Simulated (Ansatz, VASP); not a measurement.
Two plane-wave programs on AlAs

```xyz
2
Lattice="0.0000 2.8372 2.8372 2.8372 0.0000 2.8372 2.8372 2.8372 0.0000" Properties=species:S:1:pos:R:3 pbc="T T T"
Al    0.0000    0.0000    0.0000
As    1.4186    1.4186    1.4186
```

Alike in both runs: functional PBEsol; k mesh 8 × 8 × 8; occupations gaussian, width 0.02 eV; no spin polarisation.

Ansatz relaxed the structure, and its values are those at the end. VASP's run is a single point on that final structure, the one shown.

|  | VASP | Ansatz |
| --- | --- | --- |
| version | VASP 6.6.1 | Ansatz 0.2.0 |
| potentials or method | VASP PAW PBE potentials, release 64 (Al, As), cutoff 500 eV | scalar-relativistic, plane waves, PAW |
| valence electrons in the cell | 8 | 18 |

VASP gave:

| Item | Value |
| --- | --- |
| gap on the k mesh at the Fermi level (eV) | 1.33 |
| least direct gap on the mesh (eV) | 1.92 |
| pressure (GPa) | 0.3 |

**Question.** What did Ansatz give for the same quantities?

**Answer.** gap on the k mesh at the Fermi level (eV): 1.34; least direct gap on the mesh (eV): 1.91; pressure (GPa): 0.0.

VASP's potentials were made for PBE, not for PBEsol, and Ansatz warns of the same on its side. VASP's potentials hold 8 valence electrons a cell and Ansatz's 18, so a difference there can come from the potentials and not from the codes.
